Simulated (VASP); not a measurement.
# CdS (gw) (R3m) in VASP: further runs

Runs on CdS (gw). Level: PBEsol. Tasks: single point.

All numbers are computed with VASP 6.6.1; they aren't measurements. Logs are shortened: lines on timing, memory, paths and dates and some standing lists are left out, and cuts for length are marked.

## 1. The cell of the first run

The structure is trigonal, space group R3m (No. 160). The conventional cell has a = 4.093 Å, b = 4.093 Å, c = 10.290 Å, α = 90.00°, β = 90.00°, γ = 120.00°. Within 3.3 Å of Cd (site symmetry 3m) lie 4 S at 2.53 Å. Within 3.3 Å of S (site symmetry 3m) lie 4 Cd at 2.53 Å.

## 2. Single point, PBEsol

INCAR

```
  PREC = Accurate
  ENCUT = 500
  EDIFF = 1E-6
  ISMEAR = 0
  SIGMA = 0.01
  LREAL = F
  LASPH = T
  NELM = 120
  ALGO = Normal
  ISIF = 2
  LWAVE = F
  LCHARG = F
  GGA = PS
  NBANDS = 16
  GGA_COMPAT = F
```

KPOINTS

```
Automatic mesh
0
Gamma
  6 6 6
```

POSCAR

```
CdS
1.0
    0.0508637315      2.9449913798      2.9449913798
    2.9449913798      0.0508637315      2.9449913798
    2.9449913798      2.9449913798      0.0508637315
Cd S
1 1
Direct
    0.0018370138      0.0018370138      0.0018370138
    0.2481629862      0.2481629862      0.2481629862
```

Potentials or basis: VASP PAW PBE potentials, release 64 (Cd, S).

Run with:

```bash
> cat potpaw_PBE.64/Cd/POTCAR potpaw_PBE.64/S/POTCAR > POTCAR
> mpirun -np 1 vasp_std > vasp.out
```

OUTCAR:

```text
PREC = Accurate
   ENCUT = 500
   EDIFF = 1E-6
   ISMEAR = 0
   LREAL = F
   LASPH = T
   NELM = 120
   ISIF = 2
   GGA = PS

 ion  position               nearest neighbor table
   1  0.002  0.002  0.002-   2 2.53   2 2.53   2 2.53   2 2.53
   2  0.248  0.248  0.248-   1 2.53   1 2.53   1 2.53   1 2.53

  LATTYP: Found a trigonal (rhomboedric) cell.
 ALAT       =     4.1651573288
 COS(alpha) =     0.5171941280

  Lattice vectors:

 A1 = (   0.0508637315,   2.9449913798,   2.9449913798)
 A2 = (   2.9449913798,   0.0508637315,   2.9449913798)
 A3 = (   2.9449913798,   2.9449913798,   0.0508637315)

Analysis of symmetry for initial positions (statically):
=====================================================================
 Subroutine PRICEL returns:
 Original cell was already a primitive cell.

 Routine SETGRP: Setting up the symmetry group for a
 trigonal (rhombohedral) supercell.

 Subroutine GETGRP returns: Found  6 space group operations
 (whereof  6 operations were pure point group operations)
 out of a pool of 12 trial point group operations.

The static configuration has the point symmetry C_3v.

Analysis of symmetry for dynamics (positions and initial velocities):
=====================================================================
 Subroutine PRICEL returns:
 Original cell was already a primitive cell.

 Routine SETGRP: Setting up the symmetry group for a
 trigonal (rhombohedral) supercell.

 Subroutine GETGRP returns: Found  6 space group operations
 (whereof  6 operations were pure point group operations)
 out of a pool of 12 trial point group operations.

The dynamic configuration has the point symmetry C_3v.

 Subroutine INISYM returns: Found  6 space group operations
 (whereof  6 operations are pure point group operations),
 and found     1 'primitive' translations

----------------------------------------------------------------------------------------

                                     Primitive cell

  volume of cell :      49.7604

  direct lattice vectors                    reciprocal lattice vectors
     0.050863732  2.944991380  2.944991380    -0.174242781  0.171284481  0.171284481
     2.944991380  0.050863732  2.944991380     0.171284481 -0.174242781  0.171284481
     2.944991380  2.944991380  0.050863732     0.171284481  0.171284481 -0.174242781

  length of vectors
     4.165157329  4.165157329  4.165157329     0.298391175  0.298391175  0.298391175

  position of ions in fractional coordinates (direct lattice)
     0.001837014  0.001837014  0.001837014
     0.248162986  0.248162986  0.248162986

  ion indices of the primitive-cell ions
   primitive index   ion index
                 1           1
                 2           2

----------------------------------------------------------------------------------------

 KPOINTS: Automatic mesh

Automatic generation of k-mesh.
 Grid dimensions read from file:
 generate k-points for:    6    6    6

 Generating k-lattice:

  Cartesian coordinates                     Fractional coordinates (reciprocal lattice)
    -0.029040463  0.028547413  0.028547413     0.166666667  0.000000000  0.000000000
     0.028547413 -0.029040463  0.028547413     0.000000000  0.166666667  0.000000000
     0.028547413  0.028547413 -0.029040463     0.000000000  0.000000000  0.166666667

  Length of vectors
     0.049731862  0.049731862  0.049731862

  Shift w.r.t. Gamma in fractional coordinates (k-lattice)
     0.000000000  0.000000000  0.000000000

 Subroutine IBZKPT returns following result:
 ===========================================

 Found     32 irreducible k-points:

 Following reciprocal coordinates:
            Coordinates               Weight
  0.000000  0.000000  0.000000      1.000000
  0.166667 -0.000000 -0.000000      6.000000
  0.333333  0.000000  0.000000      6.000000
  0.500000  0.000000  0.000000      3.000000
  0.166667  0.166667 -0.000000      6.000000
  0.333333  0.166667 -0.000000     12.000000
[... 16 lines left out ...]
  0.500000  0.500000  0.166667      6.000000
 -0.333333  0.500000  0.166667     12.000000
 [... further k-points ...]
   k-points           NKPTS =     32   k-points in BZ     NKDIM =     32   number of bands    NBANDS=     16
   number of dos      NEDOS =    301   number of ions     NIONS =      2
   total plane-waves  NPLWV =  27000
   dimension x,y,z NGX =    30 NGY =   30 NGZ =   30
   dimension x,y,z NGXF=    60 NGYF=   60 NGZF=   60
   ions per type =               1   1
   NGX,Y,Z   is equivalent  to a cutoff of  11.97, 11.97, 11.97 a.u.
   NGXF,Y,Z  is equivalent  to a cutoff of  23.95, 23.95, 23.95 a.u.
 SYSTEM =  unknown system
   PREC   = accura    normal or accurate (medium, high low for compatibility)
   ISTART =      0    job   : 0-new  1-cont  2-samecut
   ICHARG =      2    charge: 1-file 2-atom 10-const
   ISPIN  =      1    spin polarized calculation?
   LNONCOLLINEAR =      F non collinear calculations
   LSORBIT =      F    spin-orbit coupling
   LASPH  =      T    aspherical Exc in radial PAW
   ENCUT  =  500.0 eV  36.75 Ry    6.06 a.u.   7.59  7.59  7.59*2*pi/ulx,y,z
   NELM   =    120;   NELMIN=  2; NELMDL= -5     # of ELM steps
   EDIFF  = 0.1E-05   stopping-criterion for ELM
   LREAL  =      F    real-space projection
   EDIFFG = 0.1E-04   stopping-criterion for IOM
   NSW    =      0    number of steps for IOM
   IBRION =     -1    ionic relax: 0-MD 1-quasi-New 2-CG
   NFREE  =      0    steps in history (QN), initial steepest desc. (CG)
   ISIF   =      2    stress and relaxation
   ISYM   =      2    0-nonsym 1-usesym 2-fastsym
   POTIM  = 0.5000    time-step for ionic-motion
   TEBEG  =    0.0;   TEEND  =   0.0 temperature during run
   PSTRESS=    0.0 pullay stress
   NELECT =      18.0000    total number of electrons
   NUPDOWN=      -1.0000    fix difference up-down
   EMIN   =  10.00;   EMAX   =-10.00  energy-range for DOS
   EFERMI =   0.00;   METHOD = LEGACY
   ISMEAR =     0;   SIGMA  =   0.01  broadening in eV -4-tet -1-fermi 0-gaus
   EFERMI_NEDOS =   21; number of points for ismear=-14 and -15
   IALGO  =     38    algorithm
   IMIX   =      4    mixing-type and parameters
     AMIX     =   0.40;   BMIX     =  1.00
     AMIX_MAG =   1.60;   BMIX_MAG =  1.00
  volume/ion in A,a.u.               =      24.88       167.90
  Fermi-wavevector in a.u.,A,eV,Ry     =   1.166463  2.204296 18.512587  1.360637
  Thomas-Fermi vector in A             =   2.302976
   LORBIT       =      0    0 simple, 1 ext, 2 COOP (PROOUT), +10 PAW based schemes
   GGA     = PS    functional components
   LHFCALC =     F    Hartree Fock is set to
   AEXX    =    0.0000 exact exchange contribution
   IVDW    =     0    specifies the selected vdW correction
   LEPSILON=     F    determine dielectric tensor
   LRPA    =     F    only Hartree local field effects (RPA)
 non-spin polarized calculation
 Gauss-broadening in eV      SIGMA  =   0.01
  energy-cutoff  :      500.00
  volume of cell :       49.76
 maximum number of plane-waves:      1282
   NGX = 15   NGY = 15   NGZ = 15

 number of electron      18.0000004 magnetization

 Free energy of the ion-electron system (eV)
  ---------------------------------------------------
  ext. energy  EPLUGINS =         0.00000000
  ---------------------------------------------------
  free energy    TOTEN  =        -6.80721694 eV

  energy without entropy =       -6.80721694  energy(sigma->0) =       -6.80721694

 E-fermi :   1.3084     XC(G=0):  -9.3645

 val. band max:        1.2241220571   @ k =   0.0000   0.0000   0.0000
 cond. band min:       2.1814634411   @ k =   0.0000   0.0000   0.0000
 fundamental gap:      0.9573413840
 Fermi energy:         1.3083824521

 k-point     1 :       0.0000    0.0000    0.0000
  band No.  band energies     occupation
      1     -11.1745      2.00000
      2      -6.5419      2.00000
      3      -6.5244      2.00000
      4      -6.5244      2.00000
      5      -6.0480      2.00000
      6      -6.0480      2.00000
[... 8 lines left out ...]
     15      12.6293      0.00000
     16      12.6293      0.00000

 k-point     2 :       0.1667   -0.0000   -0.0000
  band No.  band energies     occupation
      1     -11.0644      2.00000
      2      -6.5017      2.00000
      3      -6.4872      2.00000
      4      -6.4278      2.00000
      5      -6.0505      2.00000
      6      -6.0474      2.00000
[... 8 lines left out ...]
     15      11.8462      0.00000
     16      12.7762      0.00000

 k-point     3 :       0.3333    0.0000    0.0000
  band No.  band energies     occupation
      1     -10.8429      2.00000
      2      -6.4358      2.00000
      3      -6.4284      2.00000
      4      -6.0615      2.00000
      5      -6.0318      2.00000
      6      -6.0255      2.00000
[... 8 lines left out ...]
     15      12.0535      0.00000
     16      12.3715      0.00000

 k-point     4 :       0.5000    0.0000    0.0000
  band No.  band energies     occupation
      1     -10.7330      2.00000
      2      -6.4131      2.00000
      3      -6.4094      2.00000
      4      -6.0165      2.00000
      5      -6.0013      2.00000
      6      -5.6570      2.00000
[... 8 lines left out ...]
     15      13.4196      0.00000
     16      13.9108      0.00000

 k-point     5 :       0.1667    0.1667   -0.0000
  band No.  band energies     occupation
      1     -11.0300      2.00000
      2      -6.4675      2.00000
      3      -6.4495      2.00000
      4      -6.4447      2.00000
      5      -6.0733      2.00000
      6      -6.0261      2.00000
[... 8 lines left out ...]
     15      12.8093      0.00000
     16      14.3721      0.00000

 k-point     6 :       0.3333    0.1667   -0.0000
  band No.  band energies     occupation
      1     -10.8476      2.00000
      2      -6.4144      2.00000
      3      -6.3819      2.00000
      4      -6.2229      2.00000
      5      -6.0279      2.00000
      6      -6.0049      2.00000
[... 8 lines left out ...]
     15      12.9612      0.00000
     16      14.0140      0.00000

 k-point     7 :       0.5000    0.1667    0.0000
  band No.  band energies     occupation
      1     -10.7017      2.00000
      2      -6.3903      2.00000
      3      -6.3521      2.00000
      4      -6.0755      2.00000
      5      -6.0058      2.00000
      6      -5.6448      2.00000
[... 8 lines left out ...]
     15      13.5841      0.00000
     16      13.9763      0.00000

 k-point     8 :      -0.3333    0.1667   -0.0000
  band No.  band energies     occupation
      1     -10.7355      2.00000
      2      -6.3908      2.00000
      3      -6.3781      2.00000
      4      -6.0563      2.00000
      5      -6.0457      2.00000
      6      -5.7595      2.00000
[... 8 lines left out ...]
     15      13.2026      0.00000
     16      14.1339      0.00000

 k-point     9 :      -0.1667    0.1667    0.0000
  band No.  band energies     occupation
      1     -10.9164      2.00000
      2      -6.4522      2.00000
      3      -6.4261      2.00000
      4      -6.2624      2.00000
      5      -6.0709      2.00000
      6      -6.0065      2.00000
[... 8 lines left out ...]
     15      12.4848      0.00000
     16      14.4296      0.00000
[... 172 lines left out ...]
 k-point    19 :       0.3333    0.3333    0.1667
  band No.  band energies     occupation
      1     -10.8555      2.00000
      2      -6.4109      2.00000
      3      -6.3777      2.00000
      4      -6.2334      2.00000
      5      -6.0331      2.00000
      6      -6.0085      2.00000
[... 8 lines left out ...]
     15      13.0505      0.00000
     16      14.1524      0.00000

 k-point    20 :       0.5000    0.3333    0.1667
  band No.  band energies     occupation
      1     -10.7113      2.00000
      2      -6.3406      2.00000
      3      -6.3320      2.00000
      4      -6.1456      2.00000
      5      -6.0096      2.00000
      6      -5.7745      2.00000
[... 8 lines left out ...]
     15      13.9443      0.00000
     16      14.2927      0.00000

 k-point    21 :      -0.3333    0.3333    0.1667
  band No.  band energies     occupation
      1     -10.6369      2.00000
      2      -6.3389      2.00000
      3      -6.2957      2.00000
      4      -6.0914      2.00000
      5      -6.0277      2.00000
      6      -5.4881      2.00000
[... 8 lines left out ...]
     15      13.6208      0.00000
     16      14.6688      0.00000

 k-point    22 :      -0.1667    0.3333    0.1667
  band No.  band energies     occupation
      1     -10.7031      2.00000
      2      -6.3455      2.00000
      3      -6.3335      2.00000
      4      -6.1500      2.00000
      5      -6.0070      2.00000
      6      -5.7480      2.00000
[... 8 lines left out ...]
     15      14.2405      0.00000
     16      14.4493      0.00000

 k-point    23 :       0.5000    0.5000    0.1667
  band No.  band energies     occupation
      1     -10.6417      2.00000
      2      -6.3233      2.00000
      3      -6.2344      2.00000
      4      -6.1823      2.00000
      5      -5.9838      2.00000
      6      -5.6366      2.00000
[... 8 lines left out ...]
     15      13.7750      0.00000
     16      14.6280      0.00000

 k-point    24 :      -0.3333    0.5000    0.1667
  band No.  band energies     occupation
      1     -10.6043      2.00000
      2      -6.3052      2.00000
      3      -6.2567      2.00000
      4      -6.1277      2.00000
      5      -6.0055      2.00000
      6      -5.4624      2.00000
[... 8 lines left out ...]
     15      14.2475      0.00000
     16      14.3929      0.00000

 [... further k-points ...]
[... 5 lines left out ...]
  --------------------------------------------------------------------------------------
  -------------------------------------------------------------------------------------
  Total       -0.0269836     -0.0269836     -0.0269836     -0.1482696     -0.1482696     -0.1482696
  in kB       -0.8688138     -0.8688138     -0.8688138     -4.7739627     -4.7739627     -4.7739627
  external PRESSURE =      -0.8688138 kB  Pullay stress =       0.0000000 kB

 VOLUME and BASIS-vectors are now :
 -----------------------------------------------------------------------------
  energy-cutoff  :      500.00
  volume of cell :       49.76
      direct lattice vectors                 reciprocal lattice vectors
     0.050863732  2.944991380  2.944991380    -0.174242781  0.171284481  0.171284481
     2.944991380  0.050863732  2.944991380     0.171284481 -0.174242781  0.171284481
     2.944991380  2.944991380  0.050863732     0.171284481  0.171284481 -0.174242781

 POSITION                                       TOTAL-FORCE (eV/Angst)
 -----------------------------------------------------------------------------------
      0.01091      0.01091      0.01091         0.002212      0.002212      0.002212
      1.47430      1.47430      1.47430        -0.002212     -0.002212     -0.002212
 -----------------------------------------------------------------------------------
    total drift:                                0.000107      0.000107      0.000107

  FREE ENERGIE OF THE ION-ELECTRON SYSTEM (eV)
  ---------------------------------------------------
  free  energy   TOTEN  =        -6.8072169426 eV

  energy  without entropy=       -6.8072169426  energy(sigma->0) =       -6.80721694
```

It took 37 s on 1 thread of AMD EPYC 7R13, shared host; peak memory 0.15 GiB.

Results:

```
Free energy            : -6.8072 eV
Pressure               : -0.1 GPa
Largest force          : 0.004 eV/Å
Band gap on the k mesh : 0.96 eV, direct
```

Forces on the atoms (eV/Å):
```
Cd   0.002  0.002  0.002
S   -0.002 -0.002 -0.002
```

Caveat: the PAW data sets were made with another functional, which shifts forces and pressure a little.

## 3. Single point, PBEsol

INCAR

```
SYSTEM = CdS
ALGO = Normal
EDIFF = 1E-6
ENCUT = 500
GGA = PS
GGA_COMPAT = .False.
ISIF = 2
ISMEAR = 0
LASPH = .True.
LCHARG = .False.
LREAL = .False.
LWAVE = .False.
NBANDS = 16
NELM = 120
PREC = Accurate
SIGMA = 0.01
```

KPOINTS

```
k-points
0
Gamma
  6 6 6
  0 0 0
```

POSCAR is that of step 2.

Potentials or basis: VASP PAW PBE potentials, release 64 (Cd, S).

Run with:

```bash
> cat potpaw_PBE.64/Cd/POTCAR potpaw_PBE.64/S/POTCAR > POTCAR
> mpirun -np 1 vasp_std > vasp.out
```

It took 45 s on 1 thread of AMD EPYC 7R13, shared host; peak memory 0.15 GiB.

The run converged. Its results:

- Free energy: -6.8072 eV
- Pressure: -0.1 GPa
- Largest force: 0.004 eV/Å
- Band gap on the k mesh: 0.96 eV, direct

Forces on the atoms (eV/Å):
```
Cd   0.002  0.002  0.002
S   -0.002 -0.002 -0.002
```

Stress tensor (GPa, compression positive):
```
-0.09 -0.48 -0.48
-0.48 -0.09 -0.48
-0.48 -0.48 -0.09
```

Levels at points of the mesh, in eV from the valence-band top:
```
           k point  band 5  band 6  band 7  band 8  band 9  band 10  band 11  band 12  band 13  band 14
(0.00, 0.00, 0.00)   -7.27   -7.27   -0.11    0.00    0.00     0.96     6.21     6.52     6.52    11.15
(0.50, 0.00, 0.00)   -7.23   -6.88   -4.47   -0.87   -0.75     2.79     6.81     6.84     7.32    10.81
(0.50, 0.50, 0.00)   -7.18   -6.83   -4.04   -2.01   -1.86     3.33     4.23     9.00    10.62    10.62
(0.50, 0.50, 0.50)   -7.24   -6.93   -4.57   -0.73   -0.73     3.01     7.03     7.03     7.18    10.92
```

Caveat: the PAW data sets were made with another functional, which shifts forces and pressure a little.
